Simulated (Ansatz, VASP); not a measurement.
Si2W: VASP beside Ansatz

```
Si W
1.0
     4.57969    0.00000    0.00000
    -2.28984    3.96613    0.00000
     0.00000    0.00000    6.60915
Si W
6 3
Direct
  0.83640 0.67281 0.50000
  0.16360 0.83640 0.83333
  0.67281 0.83640 0.16667
  0.16360 0.32719 0.50000
  0.83640 0.16360 0.83333
  0.32719 0.16360 0.16667
  0.00000 0.50000 0.16667
  0.50000 0.50000 0.83333
  0.50000 0.00000 0.50000
```

Alike in both runs: functional r2SCAN; k mesh 12 × 12 × 6; occupations gaussian, width 0.01 eV; no spin polarisation.

Ansatz relaxed the structure, and its values are those at the end. VASP's run is a single point on that final structure, the one shown.

|  | VASP | Ansatz |
| --- | --- | --- |
| version | VASP 6.6.1 | Ansatz 0.2.0 |
| potentials or method | VASP PAW PBE potentials, release 64 (Si, W_sv), cutoff 520 eV | scalar-relativistic, plane waves, PAW |
| valence electrons in the cell | 66 | 66 |

|  | VASP | Ansatz | Ansatz less VASP |
| --- | --- | --- | --- |
| gap on the k mesh at the Fermi level (eV) | 0.13 | 0.12 | -0.003 |
| least direct gap on the mesh (eV) | 0.83 | 0.83 | +0.001 |
| pressure (GPa) | 0.3 | 0.0 | -0.27 |
| rms of the force components (eV/Å) | 0.005 | 0.001 | -0.0039 |

VASP's potentials were made for PBE, not for r2SCAN.

Spin-orbit coupling is off throughout.
